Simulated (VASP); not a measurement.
# C (P6_3/mmc) in VASP: a series of runs, part 2 of 2

VASP 6.6.1. Earlier steps stand in the parts before.

## 3. Relaxation of shape and atoms at fixed volume, PBE, non-collinear spin, zero start, spin-orbit coupling (11.30 Å³/atom)

This run uses another cell than the first one, of 11.30 Å³/atom.

File INCAR:

```
ALGO = Normal
EDIFF = 1E-6
EDIFFG = -0.04
ENCUT = 600
GGA = PE
GGA_COMPAT = F
IBRION = 2
ISIF = 4
ISMEAR = 0
LASPH = T
LCHARG = F
LORBIT = 11
LORBMOM = T
LREAL = F
LSORBIT = T
LWAVE = F
MAGMOM = 0 0 0 0 0 0 0 0 0 0 0 0
NELM = 150
NSW = 60
PREC = Accurate
SIGMA = 0.05
```

File KPOINTS:

```
k-points
0
Gamma
  10 10 4
```

File POSCAR:

```
C
1.0
    2.5062625642      0.0000000000      0.0000000000
   -1.2531312821      2.1704870491      0.0000000000
    0.0000000000      0.0000000000      8.3121160979
C
4
Direct
    0.0000000000      0.0000000000      0.2500000000
    0.0000000000      0.0000000000      0.7500000000
    0.3333333333      0.6666666667      0.2500000000
    0.6666666667      0.3333333333      0.7500000000
```

Potentials or basis: VASP PAW PBE potentials, release 64 (C).

Run with:

```
> cat potpaw_PBE.64/C/POTCAR > POTCAR
> mpirun -np 1 vasp_ncl > vasp.out
```

OUTCAR:

```text
EDIFF = 1E-6
   EDIFFG = -0.04
   ENCUT = 600
   GGA = PE
   IBRION = 2
   ISIF = 4
   ISMEAR = 0
   LASPH = T
   LORBIT = 11
   LREAL = F
   LSORBIT = T
   NELM = 150
   NSW = 60
   PREC = Accurate

 ion  position               nearest neighbor table
   1  0.000  0.000  0.250-   3 1.45   3 1.45   3 1.45
   2  0.000  0.000  0.750-   4 1.45   4 1.45   4 1.45
   3  0.333  0.667  0.250-   1 1.45   1 1.45   1 1.45
   4  0.667  0.333  0.750-   2 1.45   2 1.45   2 1.45

  LATTYP: Found a hexagonal cell.
 ALAT       =     2.5062625642
 C/A-ratio  =     3.3165384252

  Lattice vectors:

 A1 = (   2.5062625642,   0.0000000000,   0.0000000000)
 A2 = (  -1.2531312821,   2.1704870491,   0.0000000000)
 A3 = (   0.0000000000,   0.0000000000,   8.3121160979)

Analysis of symmetry for initial positions (statically):
=====================================================================
 Subroutine PRICEL returns:
 Original cell was already a primitive cell.
[... 987 lines left out ...]
     0.0000000     0.0000000     0.0000000     0.0000000     0.0000000
     0.0000000     0.0000000     0.0000000     0.0000000     0.0000000
 l=   3
     0.0000000     0.0000000     0.0000000     0.0000000     0.0000000     0.0000000     0.0000000
     0.0000000     0.0000000     0.0000000     0.0000000     0.0000000     0.0000000     0.0000000
     0.0000000     0.0000000     0.0000000     0.0000000     0.0000000     0.0000000     0.0000000
     0.0000000     0.0000000     0.0000000     0.0000000     0.0000000     0.0000000     0.0000000
[... 49 lines left out ...]
 l=   2
     0.0000000     0.0000000     0.0000000     0.0000000     0.0000000
     0.0000000     0.0000000     0.0000000     0.0000000     0.0000000
     0.0000000     0.0000000     0.0000000     0.0000000     0.0000000
     0.0000000     0.0000000     0.0000000     0.0000000     0.0000000
     0.0000000     0.0000000     0.0000000     0.0000000     0.0000000
 l=   3
     0.0000000     0.0000000     0.0000000     0.0000000     0.0000000     0.0000000     0.0000000
     0.0000000     0.0000000     0.0000000     0.0000000     0.0000000     0.0000000     0.0000000
     0.0000000     0.0000000     0.0000000     0.0000000     0.0000000     0.0000000     0.0000000
     0.0000000     0.0000000     0.0000000     0.0000000     0.0000000     0.0000000     0.0000000
     0.0000000     0.0000000     0.0000000     0.0000000     0.0000000     0.0000000     0.0000000
     0.0000000     0.0000000     0.0000000     0.0000000     0.0000000     0.0000000     0.0000000
     0.0000000     0.0000000     0.0000000     0.0000000     0.0000000     0.0000000     0.0000000

 total charge

# of ion       s       p       d       tot
------------------------------------------
    1        0.862   1.789   0.000   2.650
    2        0.862   1.789   0.000   2.650
    3        0.862   1.789   0.000   2.650
    4        0.862   1.789   0.000   2.650
--------------------------------------------------
tot          3.446   7.155   0.000  10.601

 magnetization (x)

# of ion       s       p       d       tot
------------------------------------------
    1        0.000  -0.000   0.000  -0.000
    2        0.000  -0.000   0.000  -0.000
    3        0.000  -0.000   0.000  -0.000
    4        0.000  -0.000   0.000  -0.000
--------------------------------------------------
tot          0.000  -0.000   0.000  -0.000

 magnetization (y)

# of ion       s       p       d       tot
------------------------------------------
    1        0.000   0.000   0.000   0.000
    2        0.000   0.000   0.000   0.000
    3       -0.000  -0.000   0.000  -0.000
    4       -0.000   0.000   0.000   0.000
--------------------------------------------------
tot         -0.000  -0.000   0.000  -0.000

 magnetization (z)

# of ion       s       p       d       tot
------------------------------------------
    1        0.000   0.000   0.000   0.000
    2        0.000   0.000   0.000   0.000
    3        0.000   0.000   0.000   0.000
    4        0.000   0.000   0.000   0.000
--------------------------------------------------
tot          0.000   0.000   0.000   0.000
```

OSZICAR:

```text
N       E                     dE             d eps       ncg     rms          rms(c)
DAV:   1     0.753354407775E+02    0.75335E+02   -0.83852E+03  2016   0.134E+03
DAV:   2    -0.327680551173E+02   -0.10810E+03   -0.10163E+03  2888   0.263E+02
DAV:   3    -0.388870783129E+02   -0.61190E+01   -0.60746E+01  2616   0.630E+01
[... 15 lines left out ...]
DAV:   5    -0.369271052653E+02    0.90321E-05   -0.23093E-03  2152   0.453E-01    0.531E-02
DAV:   6    -0.369270663575E+02    0.38908E-04   -0.11128E-04  2504   0.855E-02    0.214E-02
DAV:   7    -0.369270967452E+02   -0.30388E-04   -0.61651E-05  2168   0.642E-02    0.178E-02
DAV:   8    -0.369270924560E+02    0.42891E-05   -0.18520E-05  2480   0.322E-02    0.271E-03
DAV:   9    -0.369270925540E+02   -0.97927E-07   -0.30062E-07  1744   0.500E-03
   2 F= -.36927093E+02 E0= -.36927093E+02  d E =-.660842E-01  mag=     0.0000    -0.0000     0.0000
```

Run time: 80 s. Hardware: 1 thread of Intel Xeon 6975P-C (Granite Rapids), shared host; peak memory 0.3 GiB.

What came out:

```
Free energy                                           : -36.9271 eV
Energy gained by relaxing                             : 16.5 meV/atom
Ionic steps                                           : 2
Pressure after relaxing                               : 0.4 GPa
Net moment                                            : 0.00 μB per cell
Valence electrons inside the program's atomic spheres : C 2.65
```

Stress tensor (GPa, compression positive):
```
 0.67  0.00  0.00
 0.00  0.67  0.00
 0.00  0.00 -0.17
```

Step by step:
| step | energy change (eV) | largest force (eV/Å) | pressure (GPa) | volume (Å³) |
| --- | --- | --- | --- | --- |
| 1 | 0.0000 | 0.0000 | -9.92 | 45.22 |
| 2 | -0.0661 | 0.0000 | 0.39 | 45.22 |

Final structure:
```cif
data_structure
_symmetry_space_group_name_H-M 'P 1'
_symmetry_Int_Tables_number 1
_cell_length_a 2.4649
_cell_length_b 2.4649
_cell_length_c 8.5931
_cell_angle_alpha 90.000
_cell_angle_beta 90.000
_cell_angle_gamma 120.000
_cell_volume 45.22
loop_
_atom_site_label
_atom_site_type_symbol
_atom_site_fract_x
_atom_site_fract_y
_atom_site_fract_z
_atom_site_occupancy
C1 C 0.00000 0.00000 0.25000 1
C2 C 0.00000 0.00000 0.75000 1
C3 C 0.33333 0.66667 0.25000 1
C4 C 0.66667 0.33333 0.75000 1
```

Moments on the atoms (μB; x, y, z):
```
C   0.00 0.00 0.00
C   0.00 0.00 0.00
C   0.00 0.00 0.00
C   0.00 0.00 0.00
```

Caveat: this functional lacks dispersion, which binds the layers, so the pressure and a relaxed spacing across them are unreliable.
